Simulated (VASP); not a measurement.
Input of a VASP 6.6.1 run:

The input INCAR:

```
SYSTEM = Zn4SeO3
PREC     = Accurate       ! precision mode
ENCUT    = 520            ! plane-wave cutoff, eV
EDIFF    = 1E-6           ! SCF threshold, eV
ISMEAR   = 0              ! smearing method
SIGMA    = 0.1            ! smearing width, eV
LREAL    = .False.        ! projectors in reciprocal space
LASPH    = .True.         ! aspherical terms in the spheres
NELM     = 80             ! most SCF steps
ALGO     = Normal         ! electronic algorithm
ISIF     = 2              ! what is computed and relaxed
LWAVE    = .False.        ! write WAVECAR
LCHARG   = .False.        ! write CHGCAR
GGA      = PE             ! functional
NBANDS   = 46             ! bands
```

The input KPOINTS:

```
Automatic mesh
0
Gamma
  4 4 4
  0 0 0
```

File POSCAR:

```
Zn4SeO3
1.0
    4.9331494452      0.0000000000      0.0000000000
    0.0000000000      4.9331494452      0.0000000000
   -2.4665747226     -2.4665747226      4.7760236901
Zn Se O
4 1 3
Direct
    0.1438842481      0.1438842481      0.7197939297
    0.5759096815      0.5759096815      0.7197939297
    0.8561157519      0.4240903185      0.2802060703
    0.4240903185      0.8561157519      0.2802060703
    0.0000000000      0.0000000000      0.0000000000
    0.5000000000      0.5000000000      1.0000000000
    0.7500000000      0.2500000000      0.5000000000
    0.2500000000      0.7500000000      0.5000000000
```

Potentials or basis: VASP PAW PBE potentials, release 64 (Zn, Se, O).

Command:

```bash
$ cat potpaw_PBE.64/Zn/POTCAR potpaw_PBE.64/Se/POTCAR potpaw_PBE.64/O/POTCAR > POTCAR
$ mpirun -np 1 vasp_std > vasp.out
```

(1) Estimate the largest force.

(2) Estimate the band gap on the k mesh.

(3) What does it give for the pressure?

Results:

(1) 0.019 eV/Å.

(2) 0.46 eV, direct.

(3) 0.6 GPa.
